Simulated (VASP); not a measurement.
Here is a VASP 6.6.1 calculation.

INCAR

```
PREC     = Accurate       # precision mode
ENCUT    = 520            # plane-wave cutoff, eV
EDIFF    = 1E-7           # SCF threshold, eV
ISMEAR   = 0              # smearing method
SIGMA    = 0.05           # smearing width, eV
LREAL    = F              # projectors in reciprocal space
LASPH    = T              # aspherical terms in the spheres
NELM     = 60             # most SCF steps
ALGO     = Normal         # electronic algorithm
ISIF     = 2              # what is computed and relaxed
LWAVE    = F              # write WAVECAR
LCHARG   = F              # write CHGCAR
GGA      = PE             # functional
NBANDS   = 43             # bands
```

The input KPOINTS:

```
regular mesh
0
Gamma
  7 7 3
```

Contents of POSCAR:

```
HfO2
1.0
    2.5488057606     -2.5488057606      0.0000000000
    2.5488057606      0.0000000000     -2.5488057606
    8.4961891224      3.3983227206      3.3983227206
Hf O
3 6
Direct
   -0.4722569450     -0.4722569450      0.7083500000
    0.0833097217      0.0833097217      0.3750166667
    0.6388763883      0.6388763883      0.0416833333
    0.4722013883      0.4722013883      0.2916833333
    0.3610680550     -0.6389319450      0.9583500000
   -0.0833652783     -0.0833652783      0.6250166667
    0.1388513883      0.1388513883      0.7916833333
    0.6944180550      0.6944180550      0.4583500000
    0.2499847217      0.2499847217      0.1250166667
```

Potentials or basis: VASP PAW PBE potentials, release 64 (Hf_pv, O).

Launch:

```console
$ cat potpaw_PBE.64/Hf_pv/POTCAR potpaw_PBE.64/O/POTCAR > POTCAR
$ mpirun -np 1 vasp_std > vasp.out
```

Task: Predict the band gap on the k mesh.

Result: Zero (bands 33 and 34 overlap by 0.15 eV).

Task: What does it give for the pressure?

Result: 8.7 GPa.

Task: Predict the largest force.

Result: 13.268 eV/Å.

Stress tensor (GPa, compression positive):
```
 8.72 15.55 15.55
15.55  8.72 15.54
15.55 15.54  8.72
```

Caveat: the cell differs from its parent crystal (the part above a cut slid along it); the cell stands under pressure; spin-orbit coupling is left out, which moves the levels of the heavy elements; forces of over 1 eV/Å act on the atoms, so gaps and moduli don't describe the material at rest.
